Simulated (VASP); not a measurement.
# Si16HC16 (a cell with a defect) in VASP: notebook

Runs on Si16HC16 (a cell with a defect). Level: PBE. Tasks: single point.

Program: VASP 6.6.1. These are calculated values, not measurements. Logs are shortened: lines on timing, memory, paths and dates and some standing lists are left out, and cuts for length are marked.

## 1. The cell of the first run

The cell holds a defect, 33 atoms: a = 6.188 Å, b = 6.188 Å, c = 10.129 Å, α = 90.00°, β = 90.00°, γ = 120.00°.

## 2. Single point, PBE

Input file INCAR:

```
PREC = Accurate
ENCUT = 520
EDIFF = 1E-6
ISMEAR = -1
SIGMA = 0.01
LREAL = Auto
LASPH = True
NELM = 120
ALGO = Normal
ISIF = 2
LWAVE = False
LCHARG = False
GGA = PE
NBANDS = 86
NELECT = 128.0
GGA_COMPAT = False
```

Input file KPOINTS:

```
Automatic mesh
0
Gamma
  1 1 1
  0.25 0.25 0.25
```

Input file POSCAR:

```
Si16HC16
1.0
    6.1882622200      0.0000000600      0.0000000000
   -3.0941311600      5.3591922600      0.0000000000
    0.0000000000      0.0000000000     10.1293014700
Si C H
16 16 1
Direct
    0.3324690061      0.1675802876      0.9395289525
    0.1663046510      0.3331076594      0.4371394230
    0.0016098625     -0.0030485938      0.6867805268
   -0.0013949254      0.0008185935      0.1891637845
    0.3242611628      0.6669656185      0.9515610754
    0.1677658732      0.8355764773      0.4383952845
    0.0004747041      0.4923277375      0.6890952965
   -0.0023504150      0.5009118669      0.1909432754
    0.8324300465      0.1637821350      0.9405171747
    0.6703245386      0.3352311081      0.4372036920
    0.5068782468      0.0095686005      0.6851285867
    0.4987075971      0.0022408172      0.1905437414
    0.8320265796      0.6660020348      0.9406001024
    0.6687671093      0.8367525818      0.4372709227
    0.5071447829      0.4835825706      0.6785730507
    0.4984732744      0.5017461288      0.1901917922
    0.3344036706      0.1639767594      0.7511689747
    0.1640256163      0.3350754933      0.2509594573
    0.0014402011      0.0004519338      0.5014116734
   -0.0008412679     -0.0002291390      0.0018919370
    0.3474126360      0.6759042787      0.7519981533
    0.1644853884      0.8352906134      0.2517534904
    0.0056937318      0.5022984564      0.5036366047
   -0.0079035165      0.4966069272      0.0036890994
    0.8372242652      0.1627566072      0.7526248501
    0.6649345340      0.3361749071      0.2515095446
    0.5027843871      0.0024150971      0.5008897223
    0.4986764439      0.0029228229      0.0030703006
    0.8378976796      0.6622988647      0.7510645253
    0.6648290058      0.8362073504      0.2509553109
    0.5021593979      0.5006067780      0.4978062915
    0.4965063131      0.5014962778      0.0021702385
    0.5236523484      0.7056317044      0.8014266358
```

Potentials or basis: VASP PAW PBE potentials, release 64 (Si, C, H).

Command:

```
$ cat potpaw_PBE.64/Si/POTCAR potpaw_PBE.64/C/POTCAR potpaw_PBE.64/H/POTCAR > POTCAR
$ mpirun -np 1 vasp_std > vasp.out
```

OUTCAR:

```text
PREC = Accurate
   ENCUT = 520
   EDIFF = 1E-6
   ISMEAR = -1
   LREAL = Auto
   LASPH = True
   NELM = 120
   ISIF = 2
   GGA = PE
   NELECT = 128.0

 ion  position               nearest neighbor table
   1  0.332  0.168  0.940-  28 1.89  20 1.89  32 1.90  17 1.91   5 3.08   9 3.08  13 3.09   4 3.10
                            13 3.10  12 3.10   9 3.11  16 3.11   3 3.11   5 3.12  11 3.13  15 3.14
   2  0.166  0.333  0.437-  18 1.89  23 1.89  19 1.90  31 1.90  15 3.05  16 3.07  14 3.08  10 3.08
                             8 3.08   4 3.08   6 3.08   7 3.09   3 3.10   6 3.10  10 3.11  14 3.11
   3  0.002  0.997  0.687-  19 1.88  25 1.89  17 1.90  29 1.91   6 3.07   7 3.07  15 3.07  11 3.09
                            14 3.09  11 3.10   2 3.10   1 3.11   7 3.12  15 3.12  13 3.12   9 3.14
   4  0.999  0.001  0.189-  22 1.89  30 1.90  20 1.90  18 1.90  14 3.07   9 3.07   2 3.08  12 3.09
                             8 3.09  16 3.09  13 3.09   6 3.10  16 3.10   1 3.10   8 3.10  12 3.10
   5  0.324  0.667  0.952-  24 1.86  28 1.87  32 1.88  33 1.90  21 2.03   8 2.99  12 3.01  16 3.03
                            13 3.05   1 3.08   9 3.08   9 3.11   1 3.12  13 3.15
   6  0.168  0.836  0.438-  19 1.89  22 1.89  27 1.90  23 1.90   3 3.07  12 3.07   8 3.08   2 3.08
                            10 3.09  11 3.09  14 3.09   4 3.10  14 3.10  10 3.10   2 3.10   7 3.14
   7  0.000  0.492  0.689-  23 1.88  25 1.88  29 1.89  21 1.97  11 3.02  15 3.03   3 3.07   2 3.09
                             9 3.10  10 3.11   3 3.12   6 3.14  13 3.14
   8  0.998  0.501  0.191-  18 1.88  26 1.89  22 1.89  24 1.90   5 2.99  10 3.05   2 3.08   6 3.08
                            12 3.09   4 3.09  16 3.09  13 3.09  16 3.10   4 3.10  12 3.10   9 3.11
   9  0.832  0.164  0.941-  20 1.88  24 1.90  28 1.90  25 1.90   4 3.07  13 3.08   5 3.08   1 3.08
                             7 3.10  12 3.10   1 3.11  13 3.11   5 3.11   8 3.11  11 3.12   3 3.14
  10  0.670  0.335  0.437-  26 1.88  31 1.89  27 1.90  23 1.92  15 2.96   8 3.05  11 3.06  12 3.07
                             2 3.08  14 3.08   6 3.09  16 3.09   6 3.10   7 3.11  14 3.11   2 3.11
  11  0.507  0.010  0.685-  27 1.87  17 1.88  25 1.90  21 1.91  15 2.93   7 3.02  10 3.06  14 3.09
                             3 3.09   6 3.09   3 3.10   9 3.12   1 3.13
  12  0.499  0.002  0.191-  30 1.88  26 1.89  22 1.90  28 1.90   5 3.01  10 3.07   6 3.07  14 3.08
                             8 3.09   4 3.09  16 3.09  16 3.10   4 3.10   9 3.10   8 3.10   1 3.10
  13  0.832  0.666  0.941-  24 1.88  20 1.89  32 1.90  29 1.92   5 3.05   9 3.08   1 3.09   4 3.09
                             8 3.09  16 3.10   1 3.10   9 3.11   3 3.12   7 3.14   5 3.15
  14  0.669  0.837  0.437-  30 1.89  27 1.89  19 1.90  31 1.90   4 3.07   2 3.08  12 3.08  10 3.08
                            16 3.08  11 3.09   6 3.09  15 3.09   3 3.09   6 3.10  10 3.11   2 3.11
  15  0.507  0.484  0.679-  33 1.82  31 1.84  17 1.87  29 1.92  21 2.03  11 2.93  10 2.96   7 3.03
                             2 3.05   3 3.07  14 3.09   3 3.12   1 3.14
  16  0.498  0.502  0.190-  26 1.88  18 1.90  30 1.90  32 1.90   5 3.03   2 3.07  14 3.08  10 3.09
                             8 3.09   4 3.09  12 3.09  13 3.10  12 3.10   4 3.10   8 3.10   1 3.11
  17  0.334  0.164  0.751-  15 1.87  11 1.88   3 1.90   1 1.91
  18  0.164  0.335  0.251-   8 1.88   2 1.89  16 1.90   4 1.90
  19  0.001  0.000  0.501-   3 1.88   6 1.89  14 1.90   2 1.90
[... 216 lines left out ...]
  Fermi-wavevector in a.u.,A,eV,Ry     =   1.186849  2.242820 19.165325  1.408612
  Thomas-Fermi vector in A             =   2.323013
   LORBIT       =      0    0 simple, 1 ext, 2 COOP (PROOUT), +10 PAW based schemes
   GGA     = PE    functional components
   LHFCALC =     F    Hartree Fock is set to
   AEXX    =    0.0000 exact exchange contribution
   IVDW    =     0    specifies the selected vdW correction
   LEPSILON=     F    determine dielectric tensor
   LRPA    =     F    only Hartree local field effects (RPA)
 non-spin polarized calculation
  energy-cutoff  :      520.00
  volume of cell :      335.93
 maximum number of plane-waves:      9026
 NGX is ok and might be reduce to    48
   NGX = 23   NGY = 23   NGZ = 37

 number of electron     128.0000000 magnetization

 Free energy of the ion-electron system (eV)
  ---------------------------------------------------
  ext. energy  EPLUGINS =         0.00000000
  ---------------------------------------------------
  free energy    TOTEN  =      -257.46844378 eV

  energy without entropy =     -257.46844377  energy(sigma->0) =     -257.46844378

 E-fermi :   7.6290     XC(G=0): -11.3063

 val. band max:        7.3862040971   @ k =  -0.2500  -0.2500   0.2500
 cond. band min:      10.9498461285   @ k =   0.2500   0.2500   0.2500
 fundamental gap:      3.5636420314
 Fermi energy:         7.6290171209

 k-point     1 :       0.2500    0.2500    0.2500
  band No.  band energies     occupation
      1      -6.9954      2.00000
      2      -6.1249      2.00000
      3      -5.7627      2.00000
      4      -5.5057      2.00000
      5      -5.0799      2.00000
      6      -4.9236      2.00000
[... 463 lines left out ...]
     75      13.4650      0.00000
     76      13.6192      0.00000
 [bands above 76 left out]

------------------------ aborting loop because EDIFF is reached ----------------------------------------

  FORCE on cell =-STRESS in cart. coord.  units (eV):
  Direction    XX          YY          ZZ          XY          YZ          ZX
  --------------------------------------------------------------------------------------
  -------------------------------------------------------------------------------------
  Total      -16.5287631    -15.0889883     -1.4832386     -2.3310916     -0.2955608     -2.2408963
  in kB      -78.8321540    -71.9653032     -7.0741467    -11.1178901     -1.4096452    -10.6877133
  external PRESSURE =     -52.6238680 kB  Pullay stress =       0.0000000 kB

 VOLUME and BASIS-vectors are now :
 -----------------------------------------------------------------------------
  energy-cutoff  :      520.00
  volume of cell :      335.93
      direct lattice vectors                 reciprocal lattice vectors
     6.188262220  0.000000060  0.000000000     0.161596254  0.093297643  0.000000000
    -3.094131160  5.359192260  0.000000000    -0.000000002  0.186595283  0.000000000
     0.000000000  0.000000000 10.129301470     0.000000000  0.000000000  0.098723491

 POSITION                                       TOTAL-FORCE (eV/Angst)
 -----------------------------------------------------------------------------------
      1.53889      0.89810      9.51677        -0.103445      0.068944     -0.011153
     -0.00154      1.78519      4.42792         0.095250     -0.051903      0.013436
     -3.07474      5.34285      6.95661         0.085371     -0.026849     -0.006508
      6.17710      0.00439      1.91610        -0.078195      0.071304      0.006238
     -0.05707      3.57440      9.63865        -0.133299      0.055464      0.010910
     -1.54720      4.47801      4.44064         0.113747     -0.042716      0.005346
[... 25 lines left out ...]
      1.52082      2.68762      0.02198         0.123808     -0.065556      0.005168
      1.05718      3.78162      8.11789         0.128106      0.070131      0.008393
 -----------------------------------------------------------------------------------
    total drift:                                0.002019     -0.018260     -0.061410

  FREE ENERGIE OF THE ION-ELECTRON SYSTEM (eV)
  ---------------------------------------------------
  free  energy   TOTEN  =      -257.4684437750 eV

  energy  without entropy=     -257.4684437750  energy(sigma->0) =     -257.46844378
```

OSZICAR:

```text
N       E                     dE             d eps       ncg     rms          rms(c)
DAV:   1     0.371378141588E+03    0.37138E+03   -0.58293E+04  1032   0.134E+03
DAV:   2    -0.245271661952E+03   -0.61665E+03   -0.58602E+03  1292   0.234E+02
DAV:   3    -0.283406215260E+03   -0.38135E+02   -0.37825E+02  1288   0.563E+01
DAV:   4    -0.284198669008E+03   -0.79245E+00   -0.78977E+00  1272   0.898E+00
DAV:   5    -0.284219777191E+03   -0.21108E-01   -0.21077E-01  1272   0.141E+00    0.340E+01
DAV:   6    -0.258174515517E+03    0.26045E+02   -0.85919E+01  1216   0.222E+01    0.151E+01
DAV:   7    -0.257587885481E+03    0.58663E+00   -0.74915E+00  1304   0.703E+00    0.661E+00
DAV:   8    -0.257479282048E+03    0.10860E+00   -0.56708E-01  1240   0.203E+00    0.189E+00
DAV:   9    -0.257466591633E+03    0.12690E-01   -0.82550E-02  1264   0.857E-01    0.328E-01
DAV:  10    -0.257468098132E+03   -0.15065E-02   -0.79923E-03  1240   0.278E-01    0.179E-01
DAV:  11    -0.257468431599E+03   -0.33347E-03   -0.84742E-04  1224   0.106E-01    0.610E-02
DAV:  12    -0.257468430467E+03    0.11320E-05   -0.23100E-04  1256   0.497E-02    0.261E-02
DAV:  13    -0.257468440389E+03   -0.99222E-05   -0.48459E-05  1248   0.244E-02    0.789E-03
DAV:  14    -0.257468443158E+03   -0.27694E-05   -0.51074E-06  1264   0.682E-03    0.374E-03
DAV:  15    -0.257468443775E+03   -0.61657E-06   -0.49481E-07   752   0.234E-03
   1 F= -.25746844E+03 E0= -.25746844E+03  d E =-.639699E-11
```

stdout:

```text
POSCAR found type information on POSCAR SiC H
 POSCAR found :  3 types and      33 ions
 scaLAPACK will be used
 LDA part: xc-table for (Slater+PW92), standard interpolation
 POSCAR, INCAR and KPOINTS ok, starting setup
 FFT: planning ... GRIDC
 FFT: planning ... GRID_SOFT
 FFT: planning ... GRID
 WAVECAR not read
 entering main loop
 the old and the new charge density differ
 old charge density:   129.00000 new  128.00000
    0.340E+01
```

Wall time 3.7 min (1 thread of Intel Xeon Platinum 8559C (Emerald Rapids), shared host); peak memory 0.46 GiB.

What came out:

| Item | Value |
| --- | --- |
| Free energy | -257.4684 eV |
| Largest force | 0.341 eV/Å |

Forces in eV/Å, atoms in the order of the input:
```
Si  -0.103  0.069 -0.011
Si   0.095 -0.052  0.013
Si   0.085 -0.027 -0.007
Si  -0.078  0.071  0.006
Si  -0.133  0.055  0.011
Si   0.114 -0.043  0.005
Si   0.170  0.000  0.005
Si  -0.087  0.064  0.019
Si  -0.132  0.056 -0.009
Si   0.114 -0.038  0.017
Si   0.080  0.001 -0.051
Si  -0.099  0.068 -0.005
Si  -0.106  0.054 -0.032
Si   0.100 -0.054  0.005
Si   0.017 -0.008  0.066
Si  -0.086  0.063 -0.014
C   -0.169  0.105  0.042
C    0.168 -0.102 -0.002
C   -0.092  0.042  0.020
C    0.109 -0.068 -0.011
C   -0.272 -0.175 -0.105
C    0.163 -0.096 -0.016
C   -0.089  0.002  0.004
C    0.092 -0.037 -0.021
C   -0.134  0.141 -0.029
C    0.172 -0.082 -0.011
C   -0.107  0.019 -0.004
C    0.058 -0.097 -0.002
C   -0.165  0.125  0.080
C    0.167 -0.100  0.001
C   -0.102  0.039  0.021
C    0.124 -0.066  0.005
H    0.128  0.070  0.008
```

Caveat: the k points lie up to 0.59 Å⁻¹ apart; the cell carries a net charge on a neutralising background, which shifts energy and pressure; the cell is charged against a uniform background, so pressure and absolute levels hang on convention.

## 3. Single point, PBE

Input file INCAR:

```
SYSTEM = Si16HC16
PREC     = Accurate       ! precision mode
ENCUT    = 520            ! plane-wave cutoff, eV
EDIFF    = 1E-6           ! SCF threshold, eV
ISMEAR   = -1             ! smearing method
SIGMA    = 0.01           ! smearing width, eV
LREAL    = Auto         
LASPH    = .TRUE.         ! aspherical terms in the spheres
NELM     = 120            ! most SCF steps
ALGO     = Normal         ! electronic algorithm
ISIF     = 2              ! what is computed and relaxed
LWAVE    = .FALSE.        ! write WAVECAR
LCHARG   = .FALSE.        ! write CHGCAR
GGA      = PE             ! functional
NBANDS   = 86             ! bands
NELECT   = 128.0        
GGA_COMPAT= .FALSE.
```

KPOINTS is that of step 2.

Input file POSCAR:

```
Si16HC16
1.0
    6.1882622200      0.0000000600      0.0000000000
   -3.0941311600      5.3591922600      0.0000000000
    0.0000000000      0.0000000000     10.1293014700
Si C H
16 16 1
Direct
    0.3363830275      0.1638302821      0.9419721615
    0.1698331229      0.3349027060      0.4385017084
    0.0036678148     -0.0007661603      0.6874461206
    0.0017793823      0.0009137571      0.1900316627
    0.3316609312      0.6597990534      0.9485810081
    0.1684507720      0.8359741119      0.4377712533
    0.0059337724      0.5053776518      0.6876900664
    0.0016333692      0.5006638817      0.1911599734
    0.8371176328      0.1656191655      0.9421817515
    0.6722691659      0.3377251406      0.4377980074
    0.5090352765      0.0247199509      0.6808348059
    0.5021852287      0.0004918595      0.1905798742
    0.8362707707      0.6654536312      0.9414622547
    0.6708944195      0.8348911072      0.4384959825
    0.5063628529      0.4898238097      0.6860381262
    0.5021153175      0.5001815273      0.1909424856
    0.3344026128      0.1631673091      0.7534959861
    0.1679609696      0.3351249410      0.2522228218
    0.0038728111      0.0017006294      0.5024001917
    0.0026288033     -0.0006749152      0.0027568535
    0.3448479473      0.6629500878      0.7560229126
    0.1679588607      0.8353865233      0.2518372079
    0.0069775547      0.5037003467      0.5032272971
   -0.0008148763      0.4977572870      0.0042226999
    0.8413589674      0.1687901657      0.7527356178
    0.6684862873      0.3348931841      0.2522913359
    0.5038299719      0.0016789787      0.5001404110
    0.5022297919     -0.0022298193      0.0029455141
    0.8394174533      0.6661580284      0.7526298850
    0.6679710426      0.8347364198      0.2522437512
    0.5038906001      0.5006649957      0.5019958203
    0.5023967999      0.4974275675      0.0037957208
    0.5529865838      0.8182119159      0.7737368686
```

Potentials or basis: VASP PAW PBE potentials, release 64 (Si, C, H).

Command:

```
$ cat potpaw_PBE.64/Si/POTCAR potpaw_PBE.64/C/POTCAR potpaw_PBE.64/H/POTCAR > POTCAR
$ mpirun -np 1 vasp_std > vasp.out
```

Wall time 4.5 min (1 thread of Intel Xeon Platinum 8559C (Emerald Rapids), shared host); peak memory 0.46 GiB.

It converged, with:

* Free energy: -257.4726 eV
* Largest force: 0.477 eV/Å

Forces on the atoms (eV/Å):
```
Si  -0.103  0.058 -0.002
Si   0.087 -0.062  0.001
Si   0.058 -0.041  0.003
Si  -0.074  0.068 -0.005
Si  -0.116  0.071  0.051
Si   0.121 -0.041 -0.011
Si   0.019 -0.138 -0.017
Si  -0.074  0.071  0.000
Si  -0.128  0.051 -0.010
Si   0.101 -0.060 -0.003
Si   0.044  0.145 -0.100
Si  -0.088  0.061 -0.006
Si  -0.104  0.068 -0.008
Si   0.102 -0.048  0.004
Si   0.132 -0.039  0.015
Si  -0.085  0.069 -0.001
C   -0.182  0.144  0.036
C    0.149 -0.102  0.000
C   -0.088  0.041  0.002
C    0.074 -0.068  0.013
C    0.220  0.327  0.087
C    0.146 -0.108 -0.006
C   -0.073  0.011 -0.008
C    0.079 -0.057 -0.019
C   -0.178  0.183 -0.088
C    0.150 -0.090 -0.004
C   -0.092  0.039 -0.026
C    0.066 -0.076  0.009
C   -0.201  0.093  0.044
C    0.154 -0.103 -0.003
C   -0.084  0.037  0.019
C    0.106 -0.050 -0.001
H   -0.134 -0.456  0.035
```

Levels at points of the mesh, in eV from the Fermi level:
| k point | band 62 | band 63 | band 64 | band 65 | band 66 | band 67 |
| --- | --- | --- | --- | --- | --- | --- |
| (0.25, 0.25, 0.25) | -0.75 | -0.57 | -0.23 | 3.48 | 4.06 | 4.16 |

Caveat: the k points lie up to 0.59 Å⁻¹ apart; the cell carries a net charge on a neutralising background, which shifts energy and pressure; the cell is charged against a uniform background, so pressure and absolute levels hang on convention.
